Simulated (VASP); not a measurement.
A run of VASP 6.6.1 is set up as follows.

Contents of INCAR:

```
PREC = Accurate ; ENCUT = 520
EDIFF = 1E-7 ; ISMEAR = -1
SIGMA = 0.13605693000000002 ; LREAL = False
LASPH = True ; NELM = 80
ALGO = Normal ; ISIF = 2
LWAVE = False ; LCHARG = False
GGA = CA ; NBANDS = 12
```

File KPOINTS:

```
regular mesh
0
Gamma
  16 16 16
```

File POSCAR:

```
Cu
1.0
   -1.3984677113      1.3984677113      1.3984677113
    1.3984677113     -1.3984677113      1.3984677113
    1.3984677113      1.3984677113     -1.3984677113
Cu
1
Direct
    0.0000000000      0.0000000000      0.0000000000
```

Potentials or basis: VASP PAW LDA potentials, release 64 (Cu).

The run is started by

```bash
$ cat potpaw_LDA.64/Cu/POTCAR > POTCAR
$ mpirun -np 1 vasp_std > vasp.out
```

(1) Predict the pressure.

Answers

(1) 0.7 GPa.
